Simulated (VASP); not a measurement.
# Tl in VASP: a series of runs, part 2 of 2

VASP 6.6.1.

## (3) Single point, PBE

File INCAR:

```
PREC = Accurate
ENCUT = 520
EDIFF = 1E-7
ISMEAR = 0
SIGMA = 0.2
LREAL = False
LASPH = True
NELM = 60
ALGO = Normal
ISIF = 2
LWAVE = False
LCHARG = True
GGA = PE
LELF = True
LVHAR = True
NBANDS = 20
```

File KPOINTS:

```
Automatic mesh
0
Gamma
  11 11 6
```

File POSCAR:

```
Tl
1.0
    3.4559983565      0.0000000000      0.0000000000
   -1.7279991783      2.9929823722      0.0000000000
    0.0000000000      0.0000000000      5.5250000000
Tl
2
Direct
    0.3333333333      0.6666666667      0.2500000000
    0.6666666667      0.3333333333      0.7500000000
```

Potentials or basis: VASP PAW PBE potentials, release 64 (Tl_d).

On the command line:

```
$ cat potpaw_PBE.64/Tl_d/POTCAR > POTCAR
$ mpirun -np 1 vasp_std > vasp.out
```

Wall time 66 s (1 thread of Intel Xeon Platinum 8259CL at 2.50GHz (Skylake/Cascade Lake), shared host); peak memory 0.21 GiB.

It converged, with:

```yaml
Free_energy: -4.4171 eV
Pressure: 3.1 GPa
Band_gap_on_the_k_mesh: zero (bands 13 and 14 overlap by 5.65 eV)
```

Levels at points of the mesh, in eV from the Fermi level:
```tsv
k point	band 9	band 10	band 11	band 12	band 13	band 14	band 15	band 16	band 17	band 18
(0.00, 0.00, 0.00)	-11.08	-11.08	-10.02	-5.09	-2.81	8.01	8.01	10.09	10.09	10.32
(0.00, 0.00, 0.50)	-11.19	-11.19	-8.59	-8.59	3.38	3.38	8.99	8.99	8.99	8.99
```

Caveat: the cell stands under pressure; spin-orbit coupling is left out, which moves the levels of the heavy elements.

## (4) Single point, PBE

File INCAR:

```
PREC = Accurate
ENCUT = 520
EDIFF = 1E-6
ISMEAR = -5
SIGMA = 0.1
LREAL = F
LASPH = T
NELM = 60
ALGO = Normal
ISIF = 2
LWAVE = F
LCHARG = F
GGA = PE
NBANDS = 20
```

File KPOINTS:

```
regular mesh
0
Gamma
  11 11 6
```

POSCAR is that of step 3.

Potentials or basis: VASP PAW PBE potentials, release 64 (Tl_d).

On the command line:

```
$ cat potpaw_PBE.64/Tl_d/POTCAR > POTCAR
$ mpirun -np 1 vasp_std > vasp.out
```

OUTCAR:

```text
PREC = Accurate
   ENCUT = 520
   EDIFF = 1E-6
   ISMEAR = -5
   LREAL = F
   LASPH = T
   NELM = 60
   ISIF = 2
   GGA = PE

 ion  position               nearest neighbor table
   1  0.333  0.667  0.250-   2 3.41   2 3.41   2 3.41   2 3.41   2 3.41   2 3.41
   2  0.667  0.333  0.750-   1 3.41   1 3.41   1 3.41   1 3.41   1 3.41   1 3.41

  LATTYP: Found a hexagonal cell.
 ALAT       =     3.4559983565
 C/A-ratio  =     1.5986697417

  Lattice vectors:

[... 743 lines left out ...]

------------------------ aborting loop because EDIFF is reached ----------------------------------------

  FORCE on cell =-STRESS in cart. coord.  units (eV):
  Direction    XX          YY          ZZ          XY          YZ          ZX
  --------------------------------------------------------------------------------------
  -------------------------------------------------------------------------------------
  Total        1.1852703      1.1852703      1.0661496     -0.0000000      0.0000000      0.0000000
  in kB       33.2290561     33.2290561     29.8895078     -0.0000000      0.0000000      0.0000000
  external PRESSURE =      32.1158733 kB  Pullay stress =       0.0000000 kB

 VOLUME and BASIS-vectors are now :
 -----------------------------------------------------------------------------
  energy-cutoff  :      520.00
  volume of cell :       57.15
      direct lattice vectors                 reciprocal lattice vectors
     3.455998356  0.000000000  0.000000000     0.289351989  0.167057449  0.000000000
    -1.727999178  2.992982372  0.000000000     0.000000000  0.334114898  0.000000000
     0.000000000  0.000000000  5.525000000     0.000000000  0.000000000  0.180995475

 POSITION                                       TOTAL-FORCE (eV/Angst)
 -----------------------------------------------------------------------------------
     -0.00000      1.99532      1.38125         0.000000     -0.000000      0.000000
      1.72800      0.99766      4.14375        -0.000000      0.000000      0.000000
 -----------------------------------------------------------------------------------
    total drift:                                0.000000     -0.000000      0.000000

  FREE ENERGIE OF THE ION-ELECTRON SYSTEM (eV)
  ---------------------------------------------------
  free  energy   TOTEN  =        -4.4032199374 eV

  energy  without entropy=       -4.4032199374  energy(sigma->0) =       -4.40321994
```

stdout:

```text
POSCAR found type information on POSCAR Tl
 POSCAR found :  1 types and       2 ions
 scaLAPACK will be used
 LDA part: xc-table for (Slater+PW92), standard interpolation
 POSCAR, INCAR and KPOINTS ok, starting setup
 FFT: planning ... GRIDC
 FFT: planning ... GRID_SOFT
 FFT: planning ... GRID
 WAVECAR not read
 entering main loop
 -----------------------------------------------------------------------------
|                                                                             |
|           W    W    AA    RRRRR   N    N  II  N    N   GGGG   !!!           |
|           W    W   A  A   R    R  NN   N  II  NN   N  G    G  !!!           |
|           W    W  A    A  R    R  N N  N  II  N N  N  G       !!!           |
|           W WW W  AAAAAA  RRRRR   N  N N  II  N  N N  G  GGG   !            |
|           WW  WW  A    A  R   R   N   NN  II  N   NN  G    G                |
|           W    W  A    A  R    R  N    N  II  N    N   GGGG   !!!           |
|                                                                             |
|     Tetrahedron method does not include variations of the Fermi             |
|     occupations, so forces and stress will be inaccurate. We suggest        |
|     using a different smearing scheme ISMEAR = 1 or 2 for metals in         |
|     relaxations.                                                            |
|                                                                             |
 -----------------------------------------------------------------------------
```

Wall time 71 s (1 thread of Intel Xeon Platinum 8259CL at 2.50GHz (Skylake/Cascade Lake), shared host); peak memory 0.2 GiB.

Results:

* Free energy: -4.4032 eV
* Pressure: 3.2 GPa
* Band gap on the k mesh: zero (bands 13 and 14 overlap by 5.65 eV)

Caveat: the cell stands under pressure; spin-orbit coupling is left out, which moves the levels of the heavy elements; tetrahedron occupations give inexact forces and stress in metals.

## (5) Single point, PBE (0.035355, 0.0] A)

File INCAR:

```
PREC = Accurate
ENCUT = 520
EDIFF = 1E-7
ISMEAR = -1
SIGMA = 0.05
LREAL = False
LASPH = True
NELM = 100
ALGO = Normal
ISIF = 2
LWAVE = False
LCHARG = False
GGA = PE
NBANDS = 20
```

File KPOINTS:

```
Automatic mesh
0
Gamma
  11 11 6
```

Edit POSCAR of step 4 so:

```diff
@@ -9,2 +9,2 @@
     0.3333333333      0.6666666667      0.2500000000
-    0.6666666667      0.3333333333      0.7500000000
+    0.6828030224      0.3451459655      0.7500000000
```

On the command line:

```
$ cat potpaw_PBE.64/Tl_d/POTCAR > POTCAR
$ mpirun -np 1 vasp_std > vasp.out
```

Run time: 4.2 min. Hardware: 1 thread of Intel Xeon Platinum 8259CL at 2.50GHz (Skylake/Cascade Lake), shared host; peak memory 0.34 GiB.

Results (log left out):

| Property | Result |
| --- | --- |
| Free energy | -4.4103 eV |
| Pressure | 3.1 GPa |
| Largest force | 0.015 eV/Å |
| Band gap on the k mesh | zero (bands 13 and 14 overlap by 5.70 eV) |

Forces on the atoms (eV/Å):
```
Tl   0.012  0.010  0.000
Tl  -0.012 -0.010  0.000
```

Stress tensor (GPa, compression positive):
```
3.20 0.11 0.00
0.11 2.97 0.00
0.00 0.00 3.25
```

Levels at points of the mesh, in eV from the Fermi level:
| k point | band 10 | band 11 | band 12 | band 13 | band 14 | band 15 | band 16 | band 17 |
| --- | --- | --- | --- | --- | --- | --- | --- | --- |
| (0.00, 0.00, 0.00) | -11.06 | -10.02 | -5.08 | -2.81 | 7.93 | 8.09 | 9.97 | 10.20 |
| (0.00, 0.00, 0.50) | -11.19 | -8.59 | -8.59 | 3.39 | 3.39 | 8.98 | 8.98 | 9.00 |

Caveat: the cell differs from its parent crystal (0.035355, 0.0] A); the cell stands under pressure; spin-orbit coupling is left out, which moves the levels of the heavy elements.

## (6) Overview

| cell | smearing | gap on the mesh (eV) | pressure (GPa) |
| --- | --- | --- | --- |
| as given, atomic positions A | methfessel-paxton 0.15 eV | none | 3.1 |
| as given, atomic positions A | gaussian 0.2 eV | none | 3.1 |
| as given, atomic positions A | tetrahedron | none | 3.2 |
| as given, atomic positions B | fermi-dirac 0.05 eV | none | 3.1 |

Alike in all rows: task single point; level PBE; potentials or basis VASP PAW PBE potentials, release 64 (Tl_d); no spin polarisation; k mesh 11 × 11 × 6; cutoff (eV) 520.

Caveats: the cell stands under pressure; spin-orbit coupling is left out, which moves the levels of the heavy elements; tetrahedron occupations give inexact forces and stress in metals (at least some runs).

Total energies depend on the potentials used, so only differences within one code and one set of settings carry meaning.
